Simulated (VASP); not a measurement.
# C in VASP: settings compared

C is run at these levels: LDA, PBEsol, BLYP; tasks: single point.

All numbers are computed with VASP 6.6.1; they aren't measurements. Logs are shortened: lines on timing, memory, paths and dates and some standing lists are left out, and cuts for length are marked.

## Step 1: The cell of the first run

The cell holds a slab with vacuum, 8 atoms: a = 2.470 Å, b = 2.470 Å, c = 25.219 Å, α = 90.00°, β = 90.00°, γ = 120.00°.

## Step 2: Single point, LDA

Input file POSCAR:

```
C
1.0
    2.4699988104      0.0000000000      0.0000000000
   -1.2349994052      2.1390817171      0.0000000000
    0.0000000000      0.0000000000     25.2189500000
C
8
Direct
    0.0000000000      0.0000000000      0.2973954110
    0.6666666667      0.3333333334      0.2987416209
    0.0000000000      0.0000000000      0.4320164004
    0.3333333333      0.6666666666      0.4333626103
    0.0000000000      0.0000000000      0.5666373897
    0.6666666667      0.3333333334      0.5679835996
    0.0000000000      0.0000000000      0.7012583791
    0.3333333333      0.6666666666      0.7026045890
```

Input file INCAR.step1:

```
SYSTEM = C
PREC     = Accurate       ! precision mode
ENCUT    = 520            ! plane-wave cutoff, eV
EDIFF    = 1E-6           ! SCF threshold, eV
ISMEAR   = -1             ! smearing method
SIGMA    = 0.05           ! smearing width, eV
LREAL    = .False.        ! projectors in reciprocal space
LASPH    = .True.         ! aspherical terms in the spheres
NELM     = 60             ! most SCF steps
ALGO     = Normal         ! electronic algorithm
ISIF     = 2              ! what is computed and relaxed
LWAVE    = .False.        ! write WAVECAR
LCHARG   = .True.         ! write CHGCAR
LDIPOL   = .True.       
IDIPOL   = 3            
DIPOL    = 0.5 0.5 0.500
NBANDS   = 26             ! bands
```

Input file KPOINTS.step1:

```
Automatic mesh
0
Gamma
  12 12 1
  0 0 0
```

Input file INCAR.step2:

```
SYSTEM = C
PREC     = Accurate       ! precision mode
ENCUT    = 520            ! plane-wave cutoff, eV
EDIFF    = 1E-6           ! SCF threshold, eV
ISMEAR   = -5             ! smearing method
SIGMA    = 0.05           ! smearing width, eV
LREAL    = .False.        ! projectors in reciprocal space
LASPH    = .True.         ! aspherical terms in the spheres
NELM     = 60             ! most SCF steps
ALGO     = Normal         ! electronic algorithm
ISIF     = 2              ! what is computed and relaxed
LWAVE    = .False.        ! write WAVECAR
LCHARG   = .False.        ! write CHGCAR
LDIPOL   = .True.       
IDIPOL   = 3            
DIPOL    = 0.5 0.5 0.500
LORBIT   = 11             ! projections on sites
NEDOS    = 2001           ! points of the DOS
ICHARG   = 11             ! starting density
```

Input file KPOINTS.step2:

```
Automatic mesh
0
Gamma
  18 18 1
  0 0 0
```

Potentials or basis: VASP PAW LDA potentials, release 64 (C).

Command:

```
$ cat potpaw_LDA.64/C/POTCAR > POTCAR
$ cp INCAR.step1 INCAR
$ cp KPOINTS.step1 KPOINTS
$ mpirun -np 1 vasp_std > vasp.out
$ cp INCAR.step2 INCAR
$ cp KPOINTS.step2 KPOINTS
$ mpirun -np 1 vasp_std > vasp.out
```

OUTCAR:

```text
SYSTEM = C
   PREC = Accurate
   ENCUT = 520
   EDIFF = 1E-6
   ISMEAR = -5
   LREAL = .False.
   LASPH = .True.
   NELM = 60
   ISIF = 2
   LORBIT = 11
   ICHARG = 11

 ion  position               nearest neighbor table
   1  0.000  0.000  0.297-   2 1.43   2 1.43   2 1.43
   2  0.667  0.333  0.299-   1 1.43   1 1.43   1 1.43
   3  0.000  0.000  0.432-   4 1.43   4 1.43   4 1.43
   4  0.333  0.667  0.433-   3 1.43   3 1.43   3 1.43
   5  0.000  0.000  0.567-   6 1.43   6 1.43   6 1.43
   6  0.667  0.333  0.568-   5 1.43   5 1.43   5 1.43
   7  0.000  0.000  0.701-   8 1.43   8 1.43   8 1.43
   8  0.333  0.667  0.703-   7 1.43   7 1.43   7 1.43

  LATTYP: Found a hexagonal cell.
 ALAT       =     2.4699988104
 C/A-ratio  =    10.2101061320

  Lattice vectors:

 A1 = (   2.4699988104,   0.0000000000,   0.0000000000)
 A2 = (  -1.2349994052,   2.1390817171,   0.0000000000)
 A3 = (   0.0000000000,   0.0000000000,  25.2189500000)

Analysis of symmetry for initial positions (statically):
=====================================================================
 Subroutine PRICEL returns:
 Original cell was already a primitive cell.

 Routine SETGRP: Setting up the symmetry group for a
 hexagonal supercell.

 Subroutine GETGRP returns: Found  6 space group operations
 (whereof  6 operations were pure point group operations)
 out of a pool of 24 trial point group operations.

The static configuration has the point symmetry C_3v.

Analysis of symmetry for dynamics (positions and initial velocities):
=====================================================================
 Subroutine PRICEL returns:
 Original cell was already a primitive cell.

 Routine SETGRP: Setting up the symmetry group for a
 hexagonal supercell.

 Subroutine GETGRP returns: Found  6 space group operations
 (whereof  6 operations were pure point group operations)
 out of a pool of 24 trial point group operations.

The dynamic configuration has the point symmetry C_3v.

 Subroutine INISYM returns: Found  6 space group operations
 (whereof  6 operations are pure point group operations),
 and found     1 'primitive' translations

----------------------------------------------------------------------------------------

                                     Primitive cell

  volume of cell :     133.2451

  direct lattice vectors                    reciprocal lattice vectors
     2.469998810  0.000000000  0.000000000     0.404858495  0.233745161  0.000000000
    -1.234999405  2.139081717  0.000000000     0.000000000  0.467490322  0.000000000
     0.000000000  0.000000000 25.218950000     0.000000000  0.000000000  0.039652721

  length of vectors
     2.469998810  2.469998810 25.218950000     0.467490322  0.467490322  0.039652721

  position of ions in fractional coordinates (direct lattice)
     0.000000000  0.000000000  0.297395411
     0.666666667  0.333333333  0.298741621
     0.000000000  0.000000000  0.432016400
     0.333333333  0.666666667  0.433362610
     0.000000000  0.000000000  0.566637390
     0.666666667  0.333333333  0.567983600
     0.000000000  0.000000000  0.701258379
     0.333333333  0.666666667  0.702604589

  ion indices of the primitive-cell ions
   primitive index   ion index
                 1           1
                 2           2
                 3           3
                 4           4
                 5           5
                 6           6
                 7           7
                 8           8

----------------------------------------------------------------------------------------

 KPOINTS: Automatic mesh

Automatic generation of k-mesh.
 Grid dimensions read from file:
 generate k-points for:   18   18    1

 Generating k-lattice:

  Cartesian coordinates                     Fractional coordinates (reciprocal lattice)
     0.022492139  0.012985842  0.000000000     0.055555556  0.000000000  0.000000000
     0.000000000  0.025971685  0.000000000     0.000000000  0.055555556  0.000000000
     0.000000000  0.000000000  0.039652721     0.000000000  0.000000000  1.000000000

  Length of vectors
     0.025971685  0.025971685  0.039652721

  Shift w.r.t. Gamma in fractional coordinates (k-lattice)
     0.000000000  0.000000000  0.000000000

 TETIRR: Found    169 inequivalent tetrahedra from     1944

 Subroutine IBZKPT returns following result:
 ===========================================

 Found     37 irreducible k-points:

 Following reciprocal coordinates:
            Coordinates               Weight
  0.000000  0.000000  0.000000      1.000000
  0.055556  0.000000  0.000000      6.000000
  0.111111  0.000000  0.000000      6.000000
  0.166667 -0.000000  0.000000      6.000000
  0.222222  0.000000  0.000000      6.000000
  0.277778 -0.000000  0.000000      6.000000
[... 16 lines left out ...]
  0.333333  0.111111  0.000000     12.000000
  0.388889  0.111111  0.000000     12.000000
 [... further k-points ...]
   k-points           NKPTS =     37   k-points in BZ     NKDIM =     37   number of bands    NBANDS=     21
   number of dos      NEDOS =   2001   number of ions     NIONS =      8
   total plane-waves  NPLWV =  62208
   dimension x,y,z NGX =    18 NGY =   18 NGZ =  192
   dimension x,y,z NGXF=    36 NGYF=   36 NGZF=  384
   ions per type =               8
   NGX,Y,Z   is equivalent  to a cutoff of  12.12, 12.12, 12.66 a.u.
   NGXF,Y,Z  is equivalent  to a cutoff of  24.23, 24.23, 25.31 a.u.
 SYSTEM =  C
   PREC   = accura    normal or accurate (medium, high low for compatibility)
   ISTART =      0    job   : 0-new  1-cont  2-samecut
   ICHARG =     11    charge: 1-file 2-atom 10-const
   ISPIN  =      1    spin polarized calculation?
   LNONCOLLINEAR =      F non collinear calculations
   LSORBIT =      F    spin-orbit coupling
   LASPH  =      T    aspherical Exc in radial PAW
   ENCUT  =  520.0 eV  38.22 Ry    6.18 a.u.   4.59  4.59 46.89*2*pi/ulx,y,z
   NELM   =     60;   NELMIN=  2; NELMDL=  0     # of ELM steps
   EDIFF  = 0.1E-05   stopping-criterion for ELM
   LREAL  =      F    real-space projection
   EDIFFG = 0.1E-04   stopping-criterion for IOM
   NSW    =      0    number of steps for IOM
   IBRION =     -1    ionic relax: 0-MD 1-quasi-New 2-CG
   NFREE  =      0    steps in history (QN), initial steepest desc. (CG)
   ISIF   =      2    stress and relaxation
   ISYM   =      2    0-nonsym 1-usesym 2-fastsym
   POTIM  = 0.5000    time-step for ionic-motion
   TEBEG  =    0.0;   TEEND  =   0.0 temperature during run
   PSTRESS=    0.0 pullay stress
   NELECT =      32.0000    total number of electrons
   NUPDOWN=      -1.0000    fix difference up-down
   EMIN   =  10.00;   EMAX   =-10.00  energy-range for DOS
   EFERMI =   0.00;   METHOD = LEGACY
   ISMEAR =    -5;   SIGMA  =   0.05  broadening in eV -4-tet -1-fermi 0-gaus
   EFERMI_NEDOS =   21; number of points for ismear=-14 and -15
   IALGO  =     38    algorithm
   IMIX   =      4    mixing-type and parameters
     AMIX     =   0.40;   BMIX     =  1.00
     AMIX_MAG =   1.60;   BMIX_MAG =  1.00
  volume/ion in A,a.u.               =      16.66       112.40
  Fermi-wavevector in a.u.,A,eV,Ry     =   1.017594  1.922973 14.088794  1.035497
  Thomas-Fermi vector in A             =   2.151004
   LORBIT       =     11    0 simple, 1 ext, 2 COOP (PROOUT), +10 PAW based schemes
   GGA     = CA    functional components
   LHFCALC =     F    Hartree Fock is set to
   AEXX    =    0.0000 exact exchange contribution
   IVDW    =     0    specifies the selected vdW correction
   LEPSILON=     F    determine dielectric tensor
   LRPA    =     F    only Hartree local field effects (RPA)
 non-spin polarized calculation
 Fermi weights with tetrahedron method with Bloechl corrections
  energy-cutoff  :      520.00
  volume of cell :      133.25
 maximum number of plane-waves:      3634

 number of electron      31.9999989 magnetization

 dipolmoment           0.000000      0.000000      0.000155 electrons x Angstroem

 Free energy of the ion-electron system (eV)
  ---------------------------------------------------
  ext. energy  EPLUGINS =         0.00000000
  ---------------------------------------------------
  free energy    TOTEN  =       -80.75884090 eV

  energy without entropy =      -80.75884090  energy(sigma->0) =      -80.75884090

 E-fermi :   0.2536     XC(G=0):  -6.0498

 val. band max:        0.2485101614   @ k =   0.3333   0.3333   0.0000
 cond. band min:       0.2631435703   @ k =   0.3333   0.3333   0.0000
 fundamental gap:      0.0146334090
 Fermi energy:         0.2535797771

 k-point     1 :       0.0000    0.0000    0.0000
  band No.  band energies     occupation
      1     -19.0831      2.00000
      2     -19.0185      2.00000
      3     -18.9271      2.00000
      4     -18.8443      2.00000
      5      -8.0744      2.00000
      6      -7.6369      2.00000
[... 13 lines left out ...]
     20       5.5987      0.00000
     21       6.0764      0.00000

 k-point     2 :       0.0556    0.0000    0.0000
  band No.  band energies     occupation
      1     -19.0102      2.00000
      2     -18.9460      2.00000
      3     -18.8549      2.00000
      4     -18.7725      2.00000
      5      -7.9855      2.00000
      6      -7.5492      2.00000
[... 520 lines left out ...]
 k-point    24 :       0.3889    0.1111    0.0000
  band No.  band energies     occupation
      1     -14.3902      2.00000
      2     -14.3480      2.00000
      3     -14.2844      2.00000
      4     -14.2253      2.00000
      5     -11.8175      2.00000
      6     -11.7868      2.00000
[... 13 lines left out ...]
     20       2.7248      0.00000
     21       8.8642      0.00000

 [... further k-points ...]

------------------------ aborting loop because EDIFF is reached ----------------------------------------

 vacuum level on the upper side and lower side of the slab       (xc-potential included)        -0.106        -0.112

  FORCE on cell =-STRESS in cart. coord.  units (eV):
  Direction    XX          YY          ZZ          XY          YZ          ZX
  --------------------------------------------------------------------------------------
  -------------------------------------------------------------------------------------
  Total       -5.0518176     -5.0518176     -0.3050043      0.0000000     -0.0000000     -0.0000000
  in kB      -60.7445230    -60.7445230     -3.6674602      0.0000000     -0.0000000     -0.0000000
  external PRESSURE =     -41.7188354 kB  Pullay stress =       0.0000000 kB

 VOLUME and BASIS-vectors are now :
 -----------------------------------------------------------------------------
  energy-cutoff  :      520.00
  volume of cell :      133.25
      direct lattice vectors                 reciprocal lattice vectors
     2.469998810  0.000000000  0.000000000     0.404858495  0.233745161  0.000000000
    -1.234999405  2.139081717  0.000000000     0.000000000  0.467490322  0.000000000
     0.000000000  0.000000000 25.218950000     0.000000000  0.000000000  0.039652721

 POSITION                                       TOTAL-FORCE (eV/Angst)
 -----------------------------------------------------------------------------------
      0.00000      0.00000      7.50000        -0.000000      0.000000      0.616774
      1.23500      0.71303      7.53395         0.000000     -0.000000     -0.598484
      0.00000      0.00000     10.89500        -0.000000      0.000000      0.590426
     -0.00000      1.42605     10.92895        -0.000000     -0.000000     -0.592006
      0.00000      0.00000     14.29000         0.000000     -0.000000      0.596513
      1.23500      0.71303     14.32395         0.000000      0.000000     -0.594606
      0.00000      0.00000     17.68500        -0.000000      0.000000      0.580347
     -0.00000      1.42605     17.71895         0.000000     -0.000000     -0.598964
 -----------------------------------------------------------------------------------
    total drift:                                0.000000     -0.000000      0.000228

  FREE ENERGIE OF THE ION-ELECTRON SYSTEM (eV)
  ---------------------------------------------------
  free  energy   TOTEN  =       -80.7588408950 eV

  energy  without entropy=      -80.7588408950  energy(sigma->0) =      -80.75884090

 vacuum level on the upper side and lower side of the slab         4.750         4.744

 total charge

# of ion       s       p       d       tot
------------------------------------------
    1        0.852   1.783   0.000   2.635
    2        0.852   1.784   0.000   2.636
    3        0.853   1.781   0.000   2.634
    4        0.852   1.786   0.000   2.638
    5        0.853   1.781   0.000   2.634
    6        0.852   1.785   0.000   2.637
    7        0.852   1.783   0.000   2.635
    8        0.852   1.784   0.000   2.636
--------------------------------------------------
tot          6.817  14.269   0.000  21.086
```

Wall time 2.3 min (1 thread of Intel Xeon Platinum 8259CL at 2.50GHz (Skylake/Cascade Lake), shared host); peak memory 0.21 GiB.

Results:

```yaml
Valence_electrons_inside_the_program's_atomic_spheres: C 2.63, 2.64 (each value once)
```

(Continued in part 2 of 2.)
